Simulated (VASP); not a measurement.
Crystal: WC.

```
W C
1.0
     2.88699    0.00000    0.00000
    -1.44350    2.50021    0.00000
     0.00000    0.00000    2.81756
W C
1 1
Direct
  0.00000 0.00000 0.00000
  0.66667 0.33333 0.50000
```

Base run:

```yaml
Program: VASP 6.6.1
Functional: b88 exchange, pbe correlation
Potentials_or_basis: VASP PAW PBE potentials, release 64 (W_sv, C)
Cutoff: 600 eV
k_mesh: 10 × 10 × 9
Occupations: fermi-dirac, width 0.05 eV
Spin: no spin polarisation
```

Its results: band gap on the k mesh zero (bands 9 and 10 overlap by 1.23 eV); pressure 15.6 GPa.

Q: The run is repeated on the same cell with these changes: functional from b88 exchange, pbe correlation to B3LYP; cutoff from 600 eV to 520 eV; k mesh from 10 × 10 × 9 to 5 × 5 × 5. What comes out?

A: Band gap on the k mesh zero (bands 9 and 10 overlap by 1.49 eV); pressure 19.5 GPa.

Several settings changed at once.

Caveats: some runs use coarse meshes; the PAW data sets were made with another functional, which shifts forces and pressure a little; spin-orbit coupling is left out, which moves the levels of the heavy elements; the cell stands under pressure (at least some runs).
